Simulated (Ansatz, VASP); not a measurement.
## One calculation of CdS, two programs

INCAR

```
PREC     = Accurate       # precision mode
ENCUT    = 500            # plane-wave cutoff, eV
EDIFF    = 1E-6           # SCF threshold, eV
ISMEAR   = -1             # smearing method
SIGMA    = 0.05           # smearing width, eV
LREAL    = False          # projectors in reciprocal space
LASPH    = True           # aspherical terms in the spheres
NELM     = 120            # most SCF steps
ALGO     = Normal         # electronic algorithm
ISIF     = 2              # what is computed and relaxed
LWAVE    = False          # write WAVECAR
LCHARG   = True           # write CHGCAR
GGA      = PE             # functional
LELF     = True           # ELF
LVHAR    = True         
NBANDS   = 16             # bands
GGA_COMPAT= False
```

The input KPOINTS:

```
regular mesh
0
Gamma
  6 6 6
```

File POSCAR:

```
CdS
1.0
    0.0000000000      2.8776133333      2.9165000000
    2.8776133333      0.0000000000      2.9165000000
    2.8776133333      2.8776133333      0.0000000000
Cd S
1 1
Direct
    0.0000000000      0.0000000000      0.0000000000
    0.2500000000      0.2500000000      0.2500000000
```

Input for Ansatz:

```yaml
crystal:
  lattice:
    - [0.0, 2.8776133333333336, 2.9165]
    - [2.8776133333333336, 0.0, 2.9165]
    - [2.8776133333333336, 2.8776133333333336, 0.0]
  atoms:
    - { symbol: Cd, position: [0.0, 0.0, 0.0] }
    - { symbol: S, position: [0.25, 0.25, 0.25] }
basis:
  ecutwfc: 510.0
kpoints:
  mp_grid:
    grid: [6, 6, 6]
hamiltonian:
  xc: pbe
scf:
  max_iter: 80
  occupations:
    method: fermi_dirac
    width: 0.05
output:
  stress: true
```

Alike in both runs: task single point; functional PBE; k mesh 6 × 6 × 6; occupations fermi-dirac, width 0.05 eV; no spin polarisation.

```csv
,VASP,Ansatz
version,VASP 6.6.1,Ansatz 0.2.0
potentials or method,"VASP PAW PBE potentials, release 64 (Cd, S), cutoff 500 eV","plane waves, PAW"
valence electrons in the cell,18,26
```

```csv
,VASP,Ansatz,Ansatz less VASP
pressure (GPa),5.1,4.7,-0.40
"traceless stress, the component that is largest in VASP (GPa)",-0.13,-0.14,-0.004
```

With one functional, cell and mesh, what is left measures potentials, basis and numerics. VASP's potentials hold 18 valence electrons a cell and Ansatz's 26, so a difference there can come from the potentials and not from the codes.
